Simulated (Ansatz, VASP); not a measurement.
**One calculation of BaTiO3, two programs**

Contents of INCAR:

```
SYSTEM = BaTiO3
PREC = Accurate
ENCUT = 520
EDIFF = 1E-6
ISMEAR = 0
SIGMA = 0.05
LREAL = .FALSE.
LASPH = .TRUE.
NELM = 80
ALGO = Normal
ISIF = 2
LWAVE = .FALSE.
LCHARG = .FALSE.
GGA = PE
NBANDS = 28
```

The input KPOINTS:

```
Automatic mesh
0
G
  8 8 8
  0 0 0
```

POSCAR

```
BaTiO3
1.0
    4.1800011360      0.0000000000      0.0000000000
    0.0000000000      4.1800011360      0.0000000000
    0.0000000000      0.0000000000      3.8585100676
Ba Ti O
1 1 3
Direct
    0.0000000000      0.0000000000      0.0000000000
    0.5000000000      0.5000000000      0.5000000000
    0.5000000000      0.5000000000      0.0000000000
    0.5000000000      0.0000000000      0.5000000000
    0.0000000000      0.5000000000      0.5000000000
```

Input for Ansatz:

```yaml
crystal:
  lattice:
    - [4.180001136, 0.0, 0.0]
    - [0.0, 4.180001136, 0.0]
    - [0.0, 0.0, 3.8585100676]
  atoms:
    - { symbol: Ba, position: [0.0, 0.0, 0.0] }
    - { symbol: Ti, position: [0.5, 0.5, 0.5] }
    - { symbol: O, position: [0.5, 0.5, 0.0] }
    - { symbol: O, position: [0.5, 0.0, 0.5] }
    - { symbol: O, position: [0.0, 0.5, 0.5] }
basis:
  ecutwfc: 420
kpoints:
  mp_grid: { grid: [8, 8, 8] }
hamiltonian:
  xc: pbe
scf:
  occupations: { method: gaussian, width: 0.05 }
output:
  forces: true
  stress: true
  eigenvalues: true
```

Change from the starting cell: strain +0.040 along x and y, -0.040 along z, atoms carried along.

Alike in both runs: task single point; functional PBE; k mesh 8 × 8 × 8; occupations gaussian, width 0.05 eV; no spin polarisation.

|  | VASP | Ansatz |
| --- | --- | --- |
| version | VASP 6.6.1 | Ansatz 0.2.0 |
| potentials or method | VASP PAW PBE potentials, release 64 (Ba_sv, Ti_sv, O), cutoff 520 eV | scalar-relativistic, plane waves, PAW |
| valence electrons in the cell | 40 | 40 |

```tsv
	VASP	Ansatz	Ansatz less VASP
gap on the k mesh at the Fermi level (eV)	1.49	1.55	+0.056
least direct gap on the mesh (eV)	1.69	1.72	+0.033
pressure (GPa)	-2.8	-4.3	-1.48
traceless stress, the component that is largest in VASP (GPa)	9.54	9.24	-0.301
```

Spin-orbit coupling is off throughout.
